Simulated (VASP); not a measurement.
## GaP: single point with LDA

Crystal: GaP.

```xyz
2
Lattice="2.6362 2.6362 0.0000 -2.6362 2.6362 0.0000 0.0000 2.6362 2.6362" Properties=species:S:1:pos:R:3 pbc="T T T"
Ga    0.0000    0.0000    0.0000
P     1.3181    3.9543    1.3181
```

```json
{
 "Program": "VASP 6.6.1",
 "Task": "single point",
 "Functional": "LDA",
 "Potentials or basis": "VASP PAW LDA potentials, release 64 (Ga_d, P)",
 "Cutoff": "520 eV",
 "k mesh": "8 × 8 × 8",
 "Occupations": "gaussian, width 0.01 eV",
 "Spin": "no spin polarisation",
 "Dipole correction": "no",
 "Further INCAR settings": "ALGO = Normal; EDIFF = 1e-06; NBANDS = 16"
}
```

```json
{
 "Pressure": "7.1 GPa",
 "Band gap on the k mesh": "1.28 eV, indirect (least direct gap 2.48 eV)"
}
```

Levels at points of the mesh, in eV from the valence-band top:
| k point | band 5 | band 6 | band 7 | band 8 | band 9 | band 10 | band 11 | band 12 | band 13 | band 14 |
| --- | --- | --- | --- | --- | --- | --- | --- | --- | --- | --- |
| (0.00, 0.00, 0.00) | -14.79 | -13.31 | 0.00 | 0.00 | 0.00 | 2.48 | 3.75 | 3.75 | 3.75 | 8.95 |
| (0.50, 0.00, 0.00) | -14.78 | -10.87 | -7.32 | -1.28 | -1.28 | 1.83 | 4.59 | 4.59 | 8.21 | 11.41 |
| (0.50, 0.50, 0.00) | -14.76 | -9.82 | -7.34 | -3.08 | -3.08 | 1.28 | 1.56 | 11.21 | 11.21 | 11.92 |

Wall time 15 s on 1 thread of Intel(R) Xeon(R) Platinum 8259CL CPU @ 2.50GHz (Skylake/Cascade Lake), with other jobs on the host, peak memory 0.14 GiB.

A k mesh can miss the band edges.
